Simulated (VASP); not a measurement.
# KMgF3 (Pm-3m) in VASP: a series of runs

The runs below take KMgF3 through single point, with PBE.

All numbers are computed with VASP 6.6.1; they aren't measurements. Logs are shortened: lines on timing, memory, paths and dates and some standing lists are left out, and cuts for length are marked.

## (1) The cell of the first run

Symmetry: Pm-3m, No. 221, cubic system. The conventional cell has a = 3.877 Å, b = 3.877 Å, c = 3.877 Å, α = 90.00°, β = 90.00°, γ = 90.00°. Within 3.6 Å of K (site symmetry m-3m) lie 12 F at 2.74 Å and 8 Mg at 3.36 Å. Mg (site symmetry m-3m) has 6 F at 1.94 Å within 2.6 Å. Within 2.6 Å of F (site symmetry 4/mmm) lie 2 Mg at 1.94 Å.

## (2) Single point, PBE

Input file INCAR:

```
SYSTEM = KMgF3
ALGO = Normal
EDIFF = 1E-7
ENCUT = 520
GGA = PE
ISIF = 2
ISMEAR = 0
LASPH = .True.
LCHARG = .True.
LELF = .True.
LREAL = .False.
LVHAR = .True.
LWAVE = .False.
NBANDS = 24
NELM = 60
PREC = Accurate
SIGMA = 0.01
```

Input file KPOINTS:

```
k-points
0
Gamma
  6 6 6
  0 0 0
```

Input file POSCAR:

```
KMgF3
1.0
    3.8766418024      0.0000000000      0.0000000000
    0.0000000000      3.8766418024      0.0000000000
    0.0000000000      0.0000000000      3.8766418024
K Mg F
1 1 3
Direct
    0.5000000000      0.5000000000      0.5000000000
    0.0000000000      0.0000000000      0.0000000000
    0.5000000000      0.0000000000      0.0000000000
    0.0000000000      0.5000000000      0.0000000000
    0.0000000000      0.0000000000      0.5000000000
```

Potentials or basis: VASP PAW PBE potentials, release 64 (K_sv, Mg, F).

Started as:

```bash
cat potpaw_PBE.64/K_sv/POTCAR potpaw_PBE.64/Mg/POTCAR potpaw_PBE.64/F/POTCAR > POTCAR
mpirun -np 1 vasp_std > vasp.out
```

OUTCAR:

```text
SYSTEM = KMgF3
   EDIFF = 1E-7
   ENCUT = 520
   GGA = PE
   ISIF = 2
   ISMEAR = 0
   LASPH = .True.
   LREAL = .False.
   NELM = 60
   PREC = Accurate

 ion  position               nearest neighbor table
   1  0.500  0.500  0.500-   3 2.74   4 2.74   5 2.74   3 2.74   4 2.74   3 2.74   5 2.74   3 2.74
                             4 2.74   5 2.74   4 2.74   5 2.74   2 3.36   2 3.36   2 3.36   2 3.36
   2  0.000  0.000  0.000-   3 1.94   4 1.94   5 1.94   5 1.94   4 1.94   3 1.94   1 3.36   1 3.36
                             1 3.36   1 3.36   1 3.36   1 3.36   1 3.36   1 3.36
   3  0.500  0.000  0.000-   2 1.94   2 1.94   1 2.74   1 2.74   1 2.74   1 2.74
   4  0.000  0.500  0.000-   2 1.94   2 1.94   1 2.74   1 2.74   1 2.74   1 2.74
   5  0.000  0.000  0.500-   2 1.94   2 1.94   1 2.74   1 2.74   1 2.74   1 2.74

  LATTYP: Found a simple cubic cell.
 ALAT       =     3.8766418024

  Lattice vectors:

 A1 = (   3.8766418024,   0.0000000000,   0.0000000000)
 A2 = (   0.0000000000,   3.8766418024,   0.0000000000)
 A3 = (   0.0000000000,   0.0000000000,   3.8766418024)

Analysis of symmetry for initial positions (statically):
=====================================================================
 Subroutine PRICEL returns:
 Original cell was already a primitive cell.

 Routine SETGRP: Setting up the symmetry group for a
 simple cubic supercell.

 Subroutine GETGRP returns: Found 48 space group operations
 (whereof 48 operations were pure point group operations)
 out of a pool of 48 trial point group operations.

The static configuration has the point symmetry O_h .

Analysis of symmetry for dynamics (positions and initial velocities):
=====================================================================
 Subroutine PRICEL returns:
 Original cell was already a primitive cell.

 Routine SETGRP: Setting up the symmetry group for a
 simple cubic supercell.

 Subroutine GETGRP returns: Found 48 space group operations
 (whereof 48 operations were pure point group operations)
 out of a pool of 48 trial point group operations.

The dynamic configuration has the point symmetry O_h .

 Subroutine INISYM returns: Found 48 space group operations
 (whereof 48 operations are pure point group operations),
 and found     1 'primitive' translations

----------------------------------------------------------------------------------------

                                     Primitive cell

  volume of cell :      58.2595

  direct lattice vectors                    reciprocal lattice vectors
     3.876641802  0.000000000  0.000000000     0.257955223  0.000000000  0.000000000
     0.000000000  3.876641802  0.000000000     0.000000000  0.257955223  0.000000000
     0.000000000  0.000000000  3.876641802     0.000000000  0.000000000  0.257955223

  length of vectors
     3.876641802  3.876641802  3.876641802     0.257955223  0.257955223  0.257955223

  position of ions in fractional coordinates (direct lattice)
     0.500000000  0.500000000  0.500000000
     0.000000000  0.000000000  0.000000000
     0.500000000  0.000000000  0.000000000
     0.000000000  0.500000000  0.000000000
     0.000000000  0.000000000  0.500000000

  ion indices of the primitive-cell ions
   primitive index   ion index
                 1           1
                 2           2
                 3           3
                 4           4
                 5           5

----------------------------------------------------------------------------------------

 KPOINTS: k-points

Automatic generation of k-mesh.
 Grid dimensions read from file:
 generate k-points for:    6    6    6

 Generating k-lattice:

  Cartesian coordinates                     Fractional coordinates (reciprocal lattice)
     0.042992537  0.000000000  0.000000000     0.166666667  0.000000000  0.000000000
     0.000000000  0.042992537  0.000000000     0.000000000  0.166666667  0.000000000
     0.000000000  0.000000000  0.042992537     0.000000000  0.000000000  0.166666667

  Length of vectors
     0.042992537  0.042992537  0.042992537

  Shift w.r.t. Gamma in fractional coordinates (k-lattice)
     0.000000000  0.000000000  0.000000000

 Subroutine IBZKPT returns following result:
 ===========================================

 Found     20 irreducible k-points:

 Following reciprocal coordinates:
            Coordinates               Weight
  0.000000  0.000000  0.000000      1.000000
  0.166667  0.000000  0.000000      6.000000
  0.333333  0.000000  0.000000      6.000000
  0.500000  0.000000  0.000000      3.000000
  0.166667  0.166667  0.000000     12.000000
  0.333333  0.166667  0.000000     24.000000
[... 12 lines left out ...]
  0.500000  0.500000  0.333333      6.000000
  0.500000  0.500000  0.500000      1.000000
   k-points           NKPTS =     20   k-points in BZ     NKDIM =     20   number of bands    NBANDS=     24
   number of dos      NEDOS =    301   number of ions     NIONS =      5
   total plane-waves  NPLWV =  27000
   dimension x,y,z NGX =    30 NGY =   30 NGZ =   30
   dimension x,y,z NGXF=    60 NGYF=   60 NGZF=   60
   ions per type =               1   1   3
   NGX,Y,Z   is equivalent  to a cutoff of  12.87, 12.87, 12.87 a.u.
   NGXF,Y,Z  is equivalent  to a cutoff of  25.73, 25.73, 25.73 a.u.
 SYSTEM =  KMgF3
   PREC   = accura    normal or accurate (medium, high low for compatibility)
   ISTART =      0    job   : 0-new  1-cont  2-samecut
   ICHARG =      2    charge: 1-file 2-atom 10-const
   ISPIN  =      1    spin polarized calculation?
   LNONCOLLINEAR =      F non collinear calculations
   LSORBIT =      F    spin-orbit coupling
   LASPH  =      T    aspherical Exc in radial PAW
   ENCUT  =  520.0 eV  38.22 Ry    6.18 a.u.   7.21  7.21  7.21*2*pi/ulx,y,z
   NELM   =     60;   NELMIN=  2; NELMDL= -5     # of ELM steps
   EDIFF  = 0.1E-06   stopping-criterion for ELM
   LREAL  =      F    real-space projection
   EDIFFG = 0.1E-05   stopping-criterion for IOM
   NSW    =      0    number of steps for IOM
   IBRION =     -1    ionic relax: 0-MD 1-quasi-New 2-CG
   NFREE  =      0    steps in history (QN), initial steepest desc. (CG)
   ISIF   =      2    stress and relaxation
   ISYM   =      2    0-nonsym 1-usesym 2-fastsym
   POTIM  = 0.5000    time-step for ionic-motion
   TEBEG  =    0.0;   TEEND  =   0.0 temperature during run
   PSTRESS=    0.0 pullay stress
   NELECT =      32.0000    total number of electrons
   NUPDOWN=      -1.0000    fix difference up-down
   EMIN   =  10.00;   EMAX   =-10.00  energy-range for DOS
   EFERMI =   0.00;   METHOD = LEGACY
   ISMEAR =     0;   SIGMA  =   0.01  broadening in eV -4-tet -1-fermi 0-gaus
   EFERMI_NEDOS =   21; number of points for ismear=-14 and -15
   IALGO  =     38    algorithm
   IMIX   =      4    mixing-type and parameters
     AMIX     =   0.40;   BMIX     =  1.00
     AMIX_MAG =   1.60;   BMIX_MAG =  1.00
  volume/ion in A,a.u.               =      11.65        78.63
  Fermi-wavevector in a.u.,A,eV,Ry     =   1.340713  2.533580 24.456626  1.797511
  Thomas-Fermi vector in A             =   2.469004
   LORBIT       =      0    0 simple, 1 ext, 2 COOP (PROOUT), +10 PAW based schemes
   GGA     = PE    functional components
   LHFCALC =     F    Hartree Fock is set to
   AEXX    =    0.0000 exact exchange contribution
   IVDW    =     0    specifies the selected vdW correction
   LEPSILON=     F    determine dielectric tensor
   LRPA    =     F    only Hartree local field effects (RPA)
 non-spin polarized calculation
 Gauss-broadening in eV      SIGMA  =   0.01
  energy-cutoff  :      520.00
  volume of cell :       58.26
 maximum number of plane-waves:      1596
 NGX is ok and might be reduce to    30
   NGX = 15   NGY = 15   NGZ = 15

 number of electron      32.0000020 magnetization

 Free energy of the ion-electron system (eV)
  ---------------------------------------------------
  ext. energy  EPLUGINS =         0.00000000
  ---------------------------------------------------
  free energy    TOTEN  =       -24.17653005 eV

  energy without entropy =      -24.17653005  energy(sigma->0) =      -24.17653005

 E-fermi :  -1.0504     XC(G=0): -10.1061

 val. band max:       -1.1542973538   @ k =   0.5000   0.5000   0.5000
 cond. band min:       6.8150319076   @ k =   0.0000   0.0000   0.0000
 fundamental gap:      7.9693292614
 Fermi energy:        -1.0504459458

 k-point     1 :       0.0000    0.0000    0.0000
  band No.  band energies     occupation
      1     -26.6555      2.00000
      2     -21.5030      2.00000
      3     -20.7353      2.00000
      4     -20.7353      2.00000
      5     -10.1594      2.00000
      6     -10.1594      2.00000
[... 16 lines left out ...]
     23      13.8799      0.00000
     24      16.8227      0.00000

 k-point     2 :       0.1667    0.0000    0.0000
  band No.  band energies     occupation
      1     -26.6439      2.00000
      2     -21.4716      2.00000
      3     -20.7803      2.00000
      4     -20.7330      2.00000
      5     -10.1473      2.00000
      6     -10.1395      2.00000
[... 16 lines left out ...]
     23      13.8751      0.00000
     24      16.6702      0.00000

 k-point     3 :       0.3333    0.0000    0.0000
  band No.  band energies     occupation
      1     -26.6205      2.00000
      2     -21.3962      2.00000
      3     -20.8821      2.00000
      4     -20.7270      2.00000
      5     -10.1231      2.00000
      6     -10.0989      2.00000
[... 16 lines left out ...]
     23      13.6841      0.00000
     24      16.1439      0.00000
[... 406 lines left out ...]
 k-point    19 :       0.5000    0.5000    0.3333
  band No.  band energies     occupation
      1     -26.5621      2.00000
      2     -20.9688      2.00000
      3     -20.9583      2.00000
      4     -20.9583      2.00000
      5     -10.3684      2.00000
      6     -10.3684      2.00000
[... 16 lines left out ...]
     23      14.4442      0.00000
     24      14.4442      0.00000

 k-point    20 :       0.5000    0.5000    0.5000
  band No.  band energies     occupation
      1     -26.5571      2.00000
      2     -20.9510      2.00000
      3     -20.9510      2.00000
      4     -20.9510      2.00000
      5     -10.4096      2.00000
      6     -10.4096      2.00000
[... 16 lines left out ...]
     23      14.8778      0.00000
     24      14.8778      0.00000

------------------------ aborting loop because EDIFF is reached ----------------------------------------

  FORCE on cell =-STRESS in cart. coord.  units (eV):
  Direction    XX          YY          ZZ          XY          YZ          ZX
  --------------------------------------------------------------------------------------
  -------------------------------------------------------------------------------------
  Total        4.2214723      4.2214723      4.2214723      0.0000000      0.0000000     -0.0000000
  in kB      116.0933936    116.0933936    116.0933936      0.0000000      0.0000000     -0.0000000
  external PRESSURE =     116.0933936 kB  Pullay stress =       0.0000000 kB

 VOLUME and BASIS-vectors are now :
 -----------------------------------------------------------------------------
  energy-cutoff  :      520.00
  volume of cell :       58.26
      direct lattice vectors                 reciprocal lattice vectors
     3.876641802  0.000000000  0.000000000     0.257955223  0.000000000  0.000000000
     0.000000000  3.876641802  0.000000000     0.000000000  0.257955223  0.000000000
     0.000000000  0.000000000  3.876641802     0.000000000  0.000000000  0.257955223

 POSITION                                       TOTAL-FORCE (eV/Angst)
 -----------------------------------------------------------------------------------
      1.93832      1.93832      1.93832         0.000000      0.000000      0.000000
      0.00000      0.00000      0.00000         0.000000      0.000000      0.000000
      1.93832      0.00000      0.00000         0.000000      0.000000      0.000000
      0.00000      1.93832      0.00000         0.000000      0.000000      0.000000
      0.00000      0.00000      1.93832         0.000000      0.000000      0.000000
 -----------------------------------------------------------------------------------
    total drift:                                0.000000     -0.000000      0.000000

  FREE ENERGIE OF THE ION-ELECTRON SYSTEM (eV)
  ---------------------------------------------------
  free  energy   TOTEN  =       -24.1765300518 eV

  energy  without entropy=      -24.1765300518  energy(sigma->0) =      -24.17653005
```

It took 23 s on 1 thread of Intel Xeon Platinum 8375C at 2.90GHz (Ice Lake), shared host; peak memory 0.18 GiB.

Results:

* Free energy: -24.1765 eV
* Pressure: 11.6 GPa
* Band gap on the k mesh: 7.97 eV, indirect (least direct gap 8.29 eV)

Levels at points of the mesh, in eV from the valence-band top:
```
           k point  band 12  band 13  band 14  band 15  band 16  band 17  band 18  band 19  band 20  band 21
(0.00, 0.00, 0.00)    -0.71    -0.71    -0.32    -0.32    -0.32     7.97    10.19    10.19    12.44    12.44
(0.50, 0.00, 0.00)    -1.00    -0.96    -0.96    -0.58    -0.58    10.65    11.34    11.34    13.10    13.22
(0.50, 0.50, 0.00)    -1.19    -1.19    -0.96    -0.96    -0.03    11.40    12.10    13.20    13.20    13.46
(0.50, 0.50, 0.50)    -1.19    -1.19     0.00     0.00     0.00    10.77    10.77    10.77    14.46    14.46
```

## (3) Single point, PBE

This run uses another cell than the first one, of 11.99 Å³/atom, 1.029 times its volume.

Input file INCAR:

```
PREC = Accurate ; ENCUT = 520
EDIFF = 1E-6 ; ISMEAR = 0
SIGMA = 0.01 ; LREAL = False
LASPH = True ; NELM = 60
ALGO = Normal ; ISIF = 2
LWAVE = False ; LCHARG = False
GGA = PE ; NBANDS = 24
```

Input file KPOINTS:

```
Automatic mesh
0
Gamma
  6 6 6
```

Edit POSCAR of step 2 so:

```diff
@@ -2,5 +2,5 @@
 1.0
-    3.8766418024      0.0000000000      0.0000000000
-    0.0000000000      3.8766418024      0.0000000000
-    0.0000000000      0.0000000000      3.8766418024
+    3.9137411074      0.0000000000      0.0000000000
+    0.0000000000      3.9137411074      0.0000000000
+    0.0000000000      0.0000000000      3.9137411074
 K Mg F
```

Potentials or basis: VASP PAW PBE potentials, release 64 (K_sv, Mg, F).

Started as:

```bash
cat potpaw_PBE.64/K_sv/POTCAR potpaw_PBE.64/Mg/POTCAR potpaw_PBE.64/F/POTCAR > POTCAR
mpirun -np 1 vasp_std > vasp.out
```

Run time: 20 s. Hardware: 1 thread of Intel Xeon Platinum 8375C at 2.90GHz (Ice Lake), shared host; peak memory 0.18 GiB.

The run converged. Its results:

```
Free energy            : -24.2854 eV
Pressure               : 8.4 GPa
Band gap on the k mesh : 7.73 eV, indirect (least direct gap 8.06 eV)
```

Levels at points of the mesh, in eV from the valence-band top:
| k point | band 13 | band 14 | band 15 | band 16 | band 17 | band 18 | band 19 | band 20 |
| --- | --- | --- | --- | --- | --- | --- | --- | --- |
| (0.00, 0.00, 0.00) | -0.68 | -0.32 | -0.32 | -0.32 | 7.73 | 10.15 | 10.15 | 12.37 |
| (0.50, 0.00, 0.00) | -0.92 | -0.92 | -0.56 | -0.56 | 10.47 | 11.02 | 11.26 | 13.01 |
| (0.50, 0.50, 0.00) | -1.14 | -0.94 | -0.94 | -0.02 | 11.24 | 11.97 | 13.08 | 13.08 |
| (0.50, 0.50, 0.50) | -1.17 | 0.00 | 0.00 | 0.00 | 10.66 | 10.66 | 10.66 | 14.33 |

A k mesh can miss the band edges.

## (4) Single point, PBE

This run uses another cell than the first one, of 12.33 Å³/atom, 1.058 times its volume.

Input file INCAR:

```
ALGO = Normal
EDIFF = 1E-6
ENCUT = 520
GGA = PE
ISIF = 2
ISMEAR = 0
LASPH = True
LCHARG = False
LREAL = False
LWAVE = False
NBANDS = 24
NELM = 60
PREC = Accurate
SIGMA = 0.01
```

Input file KPOINTS:

```
k-points
0
Gamma
  6 6 6
```

Edit POSCAR of step 3 so:

```diff
@@ -2,5 +2,5 @@
 1.0
-    3.9137411074      0.0000000000      0.0000000000
-    0.0000000000      3.9137411074      0.0000000000
-    0.0000000000      0.0000000000      3.9137411074
+    3.9501500922      0.0000000000      0.0000000000
+    0.0000000000      3.9501500922      0.0000000000
+    0.0000000000      0.0000000000      3.9501500922
 K Mg F
```

Started as:

```bash
cat potpaw_PBE.64/K_sv/POTCAR potpaw_PBE.64/Mg/POTCAR potpaw_PBE.64/F/POTCAR > POTCAR
mpirun -np 1 vasp_std > vasp.out
```

Wall time 20 s (1 thread of Intel Xeon Platinum 8375C at 2.90GHz (Ice Lake), shared host); peak memory 0.18 GiB.

The run converged. Its results:

```
Free energy            : -24.3634 eV
Pressure               : 5.7 GPa
Band gap on the k mesh : 7.51 eV, indirect (least direct gap 7.84 eV)
```

Levels at points of the mesh, in eV from the valence-band top:
```csv
k point,band 14,band 15,band 16,band 17,band 18,band 19
"(0.00, 0.00, 0.00)",-0.32,-0.32,-0.32,7.51,10.12,10.12
"(0.50, 0.00, 0.00)",-0.89,-0.55,-0.55,10.29,10.73,11.19
"(0.50, 0.50, 0.00)",-0.92,-0.92,-0.02,11.08,11.83,12.89
"(0.50, 0.50, 0.50)",0.00,0.00,0.00,10.55,10.55,10.55
```

A k mesh can miss the band edges.

## (5) The runs side by side

| cell | gap on the mesh (eV) | pressure (GPa) |
| --- | --- | --- |
| a = 3.877 Å, 5 atoms | 7.97 | 11.6 |
| a = 3.914 Å, 5 atoms | 7.73 | 8.4 |
| a = 3.950 Å, 5 atoms | 7.51 | 5.7 |

Alike in all rows: task single point; level PBE; potentials or basis VASP PAW PBE potentials, release 64 (K_sv, Mg, F); no spin polarisation; k mesh 6 × 6 × 6; cutoff (eV) 520; smearing gaussian 0.01 eV.

Total energies depend on the potentials used, so only differences within one code and one set of settings carry meaning.
